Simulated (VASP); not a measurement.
# PbS (R3m) in VASP: dielectric tensor with PBE

Aim: the dielectric tensor of PbS with PBE.

Everything below comes from runs of VASP 6.6.1. Logs are shortened: lines on timing, memory, paths and dates and some standing lists are left out, and cuts for length are marked.

**1. The cell of the first run**

It takes space group R3m (No. 160, trigonal). Conventional cell: a = 4.201 Å, b = 4.201 Å, c = 10.291 Å, α = 90.00°, β = 90.00°, γ = 120.00°. Pb (site symmetry 3m) has 6 S at 2.97 Å within 3.9 Å. S (site symmetry 3m) has 6 Pb at 2.97 Å within 3.9 Å.

**2. Dielectric tensor, PBE**

Contents of INCAR:

```
ALGO = Normal
EDIFF = 1E-8
ENCUT = 520
GGA = PE
ISIF = 2
ISMEAR = 0
LASPH = True
LCHARG = False
LEPSILON = True
LREAL = False
LWAVE = False
NELM = 100
PREC = Accurate
SIGMA = 0.01
```

Contents of KPOINTS:

```
k-points
0
Gamma
  6 6 6
```

Contents of POSCAR:

```
PbS
1.0
    2.1005109211      1.2127305457      3.4301899190
   -2.1005109211      1.2127305457      3.4301899190
    0.0000000000     -2.4254610915      3.4301899190
Pb S
1 1
Direct
    0.9781436725      0.9781436725      0.9781436725
    0.4774576575      0.4774576575      0.4774576575
```

Potentials or basis: VASP PAW PBE potentials, release 64 (Pb_d, S).

Launch:

```sh
$ cat potpaw_PBE.64/Pb_d/POTCAR potpaw_PBE.64/S/POTCAR > POTCAR
$ mpirun -np 1 vasp_std > vasp.out
```

OUTCAR:

```text
EDIFF = 1E-8
   ENCUT = 520
   GGA = PE
   ISIF = 2
   ISMEAR = 0
   LASPH = True
   LEPSILON = True
   LREAL = False
   NELM = 100
   PREC = Accurate

 ion  position               nearest neighbor table
   1  0.978  0.978  0.978-   2 2.97   2 2.97   2 2.97   2 2.97   2 2.97   2 2.97
   2  0.477  0.477  0.477-   1 2.97   1 2.97   1 2.97   1 2.97   1 2.97   1 2.97

  LATTYP: Found a trigonal (rhomboedric) cell.
 ALAT       =     4.2010789550
 COS(alpha) =     0.5000135947

  Lattice vectors:

 A1 = (   2.1005109211,   1.2127305457,   3.4301899190)
 A2 = (  -2.1005109211,   1.2127305457,   3.4301899190)
 A3 = (   0.0000000000,  -2.4254610915,   3.4301899190)

Analysis of symmetry for initial positions (statically):
=====================================================================
 Subroutine PRICEL returns:
 Original cell was already a primitive cell.

 Routine SETGRP: Setting up the symmetry group for a
 trigonal (rhombohedral) supercell.

 Subroutine GETGRP returns: Found  6 space group operations
 (whereof  6 operations were pure point group operations)
 out of a pool of 12 trial point group operations.

The static configuration has the point symmetry C_3v.

Analysis of symmetry for dynamics (positions and initial velocities):
=====================================================================
 Subroutine PRICEL returns:
 Original cell was already a primitive cell.

 Routine SETGRP: Setting up the symmetry group for a
 trigonal (rhombohedral) supercell.

 Subroutine GETGRP returns: Found  6 space group operations
 (whereof  6 operations were pure point group operations)
 out of a pool of 12 trial point group operations.

The dynamic configuration has the point symmetry C_3v.

 Subroutine INISYM returns: Found  6 space group operations
 (whereof  6 operations are pure point group operations),
 and found     1 'primitive' translations

----------------------------------------------------------------------------------------

                                     Primitive cell

  volume of cell :      52.4274

  direct lattice vectors                    reciprocal lattice vectors
     2.100510921  1.212730546  3.430189919     0.238037325  0.137430913  0.097176349
    -2.100510921  1.212730546  3.430189919    -0.238037325  0.137430913  0.097176349
     0.000000000 -2.425461091  3.430189919     0.000000000 -0.274861827  0.097176349

  length of vectors
     4.201078955  4.201078955  4.201078955     0.291534332  0.291534332  0.291534332

  position of ions in fractional coordinates (direct lattice)
     0.978143673  0.978143673  0.978143673
     0.477457657  0.477457657  0.477457657

  ion indices of the primitive-cell ions
   primitive index   ion index
                 1           1
                 2           2

----------------------------------------------------------------------------------------

 KPOINTS: k-points

Automatic generation of k-mesh.
 Grid dimensions read from file:
 generate k-points for:    6    6    6

 Generating k-lattice:

  Cartesian coordinates                     Fractional coordinates (reciprocal lattice)
     0.039672887  0.022905152  0.016196058     0.166666667 -0.000000000  0.000000000
    -0.039672887  0.022905152  0.016196058    -0.000000000  0.166666667  0.000000000
     0.000000000 -0.045810304  0.016196058     0.000000000  0.000000000  0.166666667

  Length of vectors
     0.048589055  0.048589055  0.048589055

  Shift w.r.t. Gamma in fractional coordinates (k-lattice)
     0.000000000  0.000000000  0.000000000

 Subroutine IBZKPT returns following result:
[... 78 lines left out ...]
   LEPSILON=     T    determine dielectric tensor
   LRPA    =     F    only Hartree local field effects (RPA)
 non-spin polarized calculation
 Gauss-broadening in eV      SIGMA  =   0.01
  energy-cutoff  :      520.00
  volume of cell :       52.43
 maximum number of plane-waves:      1428
   NGX = 15   NGY = 15   NGZ = 15

--------------------------------------- Ionic step        1  -------------------------------------------

 number of electron      20.0000001 magnetization

 E-fermi :   5.8593     XC(G=0):  -9.6600

 val. band max:        5.7509522873   @ k =   0.5000  -0.0000  -0.0000
 cond. band min:       6.1345674339   @ k =   0.5000  -0.0000  -0.0000
 fundamental gap:      0.3836151466
 Fermi energy:         5.8593329874

 k-point     1 :       0.0000    0.0000    0.0000
  band No.  band energies     occupation
      1     -11.0573      2.00000
      2     -11.0573      2.00000
      3     -11.0573      2.00000
      4     -11.0409      2.00000
      5     -11.0409      2.00000
      6      -7.7975      2.00000
      7      -0.2879      2.00000
      8       3.6067      2.00000
      9       3.6067      2.00000
     10       3.6067      2.00000
     11      10.9560      0.00000
     12      10.9564      0.00000
     13      10.9564      0.00000
     14      12.5007      0.00000
[... 377 lines left out ...]
      1     -11.1298      2.00000
      2     -11.0472      2.00000
      3     -11.0436      2.00000
      4     -11.0246      2.00000
      5     -11.0114      2.00000
      6      -6.2297      2.00000
      7      -2.4555      2.00000
      8       1.3202      2.00000
      9       3.1853      2.00000
     10       3.8302      2.00000
     11       8.4152      0.00000
     12       9.1703      0.00000
     13      10.5041      0.00000
     14      12.9890      0.00000

 [... further k-points ...]

  FORCE on cell =-STRESS in cart. coord.  units (eV):
  Direction    XX          YY          ZZ          XY          YZ          ZX
  --------------------------------------------------------------------------------------
  -------------------------------------------------------------------------------------
  Total        0.6007407      0.6007407      0.6008273      0.0000000     -0.0000000      0.0000000
  in kB       18.3585753     18.3585753     18.3612214      0.0000000     -0.0000000      0.0000000
  external PRESSURE =      18.3594574 kB  Pullay stress =       0.0000000 kB

 VOLUME and BASIS-vectors are now :
 -----------------------------------------------------------------------------
  energy-cutoff  :      520.00
  volume of cell :       52.43
      direct lattice vectors                 reciprocal lattice vectors
     2.100510921  1.212730546  3.430189919     0.238037325  0.137430913  0.097176349
    -2.100510921  1.212730546  3.430189919    -0.238037325  0.137430913  0.097176349
     0.000000000 -2.425461091  3.430189919     0.000000000 -0.274861827  0.097176349

 POSITION                                       TOTAL-FORCE (eV/Angst)
 -----------------------------------------------------------------------------------
      0.00000     -0.00000     10.06566         0.000000      0.000000     -0.001866
      0.00000     -0.00000      4.91331         0.000000     -0.000000      0.001866
 -----------------------------------------------------------------------------------
    total drift:                               -0.000000     -0.000000      0.000055

  FREE ENERGIE OF THE ION-ELECTRON SYSTEM (eV)
  ---------------------------------------------------
  free  energy   TOTEN  =        -8.7608453322 eV

  energy  without entropy=       -8.7608453322  energy(sigma->0) =       -8.76084533

 HEAD OF MICROSCOPIC STATIC DIELECTRIC TENSOR (INDEPENDENT PARTICLE, excluding Hartree and local field effects)
 ------------------------------------------------------
          30.019052     0.000000     0.000000
           0.000000    30.019052    -0.000000
           0.000000    -0.000000    29.918264
 ------------------------------------------------------

 Free energy of the ion-electron system (eV)
  ---------------------------------------------------
  ---------------------------------------------------
  free energy    TOTEN  =        -4.29516633 eV

  energy without entropy =       -4.29516633

------------------------ aborting loop because EDIFF is reached ----------------------------------------

--------------------------------------- Ionic step        2  -------------------------------------------

------------------------ aborting loop because EDIFF is reached ----------------------------------------

--------------------------------------- Ionic step        3  -------------------------------------------

 Free energy of the ion-electron system (eV)
  ---------------------------------------------------
  ---------------------------------------------------
  free energy    TOTEN  =        -4.28048097 eV

  energy without entropy =       -4.28048097

------------------------ aborting loop because EDIFF is reached ----------------------------------------

 PIEZOELECTRIC TENSOR FIELD DIRECTION 3  (e Angst)
 -----------------------------------------------------------------------------
     0.03480  0.00000  0.00000           ( -0.00130  0.00000  0.00000)
     0.00000  0.03480 -0.00000           (  0.00000 -0.00130  0.00000)
     0.00000 -0.00000  0.15591           (  0.00000  0.00000 -0.00131)

 PIEZOELECTRIC TENSOR FIELD DIRECTION 3  (C/m^2)
 -----------------------------------------------------------------------------
     0.01063  0.00000  0.00000
     0.00000  0.01063 -0.00000
     0.00000 -0.00000  0.04765

 MACROSCOPIC STATIC DIELECTRIC TENSOR (including local field effects in DFT)
 ------------------------------------------------------
          29.247235     0.000000     0.000000
           0.000000    29.247235    -0.000000
           0.000000    -0.000000    29.148629
 ------------------------------------------------------

 PIEZOELECTRIC TENSOR (including local field effects)  for field in x, y, z        (e  Angst)
          XX          YY          ZZ          XY          YZ          ZX
  --------------------------------------------------------------------------------
  x     0.00000     0.00000     0.00000     0.06437     0.00000    -0.03147
  y     0.06437    -0.06437    -0.00000     0.00000    -0.03147     0.00000
  z     0.03480     0.03480     0.15591     0.00000    -0.00000     0.00000

 PIEZOELECTRIC TENSOR (including local field effects)  for field in x, y, z        (C/m^2)
          XX          YY          ZZ          XY          YZ          ZX
  --------------------------------------------------------------------------------
  x     0.00000     0.00000     0.00000     0.01967     0.00000    -0.00962
  y     0.01967    -0.01967    -0.00000     0.00000    -0.00962     0.00000
  z     0.01063     0.01063     0.04765     0.00000    -0.00000     0.00000

 BORN EFFECTIVE CHARGES (including local field effects) (in |e|, cummulative output)
 ---------------------------------------------------------------------------------
 ion    1
    1     3.23869     0.00000     0.00000
    2     0.00000     3.23869    -0.00000
    3     0.00000    -0.00000     3.24797
 ion    2
    1    -3.23869     0.00000     0.00000
    2     0.00000    -3.23869     0.00000
    3     0.00000     0.00000    -3.24797
```

It took 5.3 min on 1 thread of Intel Xeon Platinum 8259CL at 2.50GHz (Skylake/Cascade Lake), shared host; peak memory 0.33 GiB.

What came out:

- Band gap on the k mesh: 0.38 eV
- Electronic dielectric tensor (diagonal): 29.25, 29.25, 29.15
- Born charges (mean of the diagonal): Pb +3.24; S -3.24 e

Levels at points of the mesh, in eV from the valence-band top:
```tsv
k point	band 7	band 8	band 9	band 10	band 11	band 12	band 13	band 14
(0.00, 0.00, 0.00)	-6.04	-2.14	-2.14	-2.14	5.20	5.21	5.21	6.75
(0.50, 0.00, 0.00)	-8.81	-1.76	-1.76	0.00	0.38	1.98	1.98	8.66
(0.50, 0.50, 0.50)	-8.81	-1.76	-1.76	0.00	0.38	1.98	1.98	8.66
(0.50, 0.50, 0.00)	-7.19	-5.15	-3.41	-3.41	3.89	5.56	5.67	5.67
```

Electronic dielectric tensor:
```
29.25  0.00  0.00
 0.00 29.25  0.00
 0.00  0.00 29.15
```

Born effective charge tensors (e):
atom 1, Pb
```
3.24 0.00 0.00
0.00 3.24 0.00
0.00 0.00 3.25
```
atom 2, S
```
-3.24  0.00  0.00
 0.00 -3.24  0.00
 0.00  0.00 -3.25
```

Caveat: the gap is small at this level, which inflates the dielectric constant; spin-orbit coupling is left out, which moves the levels of the heavy elements. A k mesh can miss the band edges.
